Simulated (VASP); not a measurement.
Runs of VASP 6.6.1 on FeRu. The structure is that of space group P-6m2 (No. 187), or close to it. The cells are those of the table. 

```tsv
cell	gap on the mesh (eV)	pressure (GPa)
a = 2.474, b = 2.474, c = 3.810 Å, angles 90.0, 90.0, 120.0°, 2 atoms	none	(a)
a = 2.589, b = 2.589, c = 3.987 Å, angles 90.0, 90.0, 120.0°, 2 atoms	none	-2.2
a = 2.643, b = 2.643, c = 4.070 Å, angles 90.0, 90.0, 120.0°, 2 atoms	none	-20.3
a = 2.412, b = 2.412, c = 3.714 Å, angles 90.0, 90.0, 120.0°, 2 atoms	none	114.7
```

Alike in all rows: task single point; level LDA; potentials or basis VASP PAW LDA potentials, release 64 (Fe_sv, Ru_sv); no spin polarisation; k mesh 12 × 12 × 7; cutoff (eV) 690; smearing fermi-dirac 0.05 eV.

**Question.** Estimate the missing entries.

**Answer.** (a) 61.1.

Caveats: the run has no spin polarisation, though such a crystal can be magnetic; the cell stands under pressure (at least some runs); the cell stands under tension (at least some runs); the stress differs along the axes, from 113 to 118 GPa (at least some runs).

A k mesh can miss the band edges, and the runs leave out spin-orbit coupling on Ru.

A gap of «none» marks levels without a gap at the run's occupations.
